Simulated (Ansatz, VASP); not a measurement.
# Mg: VASP beside Ansatz

```
Mg
1.0
     3.13609    0.00000    0.00000
    -1.56804    2.71593    0.00000
     0.00000    0.00000    5.07501
Mg
2
Direct
  0.33333 0.66667 0.25000
  0.66667 0.33333 0.75000
```

Alike in both runs: functional LDA; k mesh 18 × 18 × 10; occupations fermi-dirac, width 0.05 eV; no spin polarisation.

Ansatz relaxed the structure, and its values are those at the end. VASP's run is a single point on that final structure, the one shown.

|  | VASP | Ansatz |
| --- | --- | --- |
| version | VASP 6.6.1 | Ansatz 0.2.0 |
| potentials or method | VASP PAW LDA potentials, release 64 (Mg) | PAW with Ansatz's default frozen-core files, scalar-relativistic |
| plane-wave cutoff (eV) | 520 | 420 |
| valence electrons in the cell | 4 | 20 |

```tsv
	VASP	Ansatz	Ansatz less VASP
pressure (GPa)	-0.3	0.0	+0.33
```

LDA's correlation is that of Perdew and Zunger in VASP and of Perdew and Wang (1992) in Ansatz. VASP's potentials hold 4 valence electrons a cell and Ansatz's 20, so a difference there can come from the potentials and not from the codes.
